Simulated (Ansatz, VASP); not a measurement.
**CaO in VASP and in Ansatz**

```
Ca O
1.0
     0.00000    2.39003    2.39003
     2.39003    0.00000    2.39003
     2.39003    2.39003    0.00000
Ca O
1 1
Cartesian
  0.0000 0.0000 0.0000
  2.3900 2.3900 2.3900
```

Alike in both runs: task single point; functional r2SCAN; dispersion rVV10; k mesh 10 × 10 × 10; occupations fermi-dirac, width 0.03 eV; no spin polarisation.

|  | VASP | Ansatz |
| --- | --- | --- |
| version | VASP 6.6.1 | Ansatz 0.2.0 |
| potentials or method | VASP PAW PBE potentials, release 64 (Ca_sv, O) | plane waves, PAW |
| plane-wave cutoff (eV) | 520 | 500 |
| valence electrons in the cell | 16 | 16 |

```tsv
	VASP	Ansatz	Ansatz less VASP
gap on the k mesh at the Fermi level (eV)	4.15	4.16	+0.013
pressure (GPa)	1.1	0.0	-1.14
```

VASP's potentials were made for PBE, not for r2SCAN.
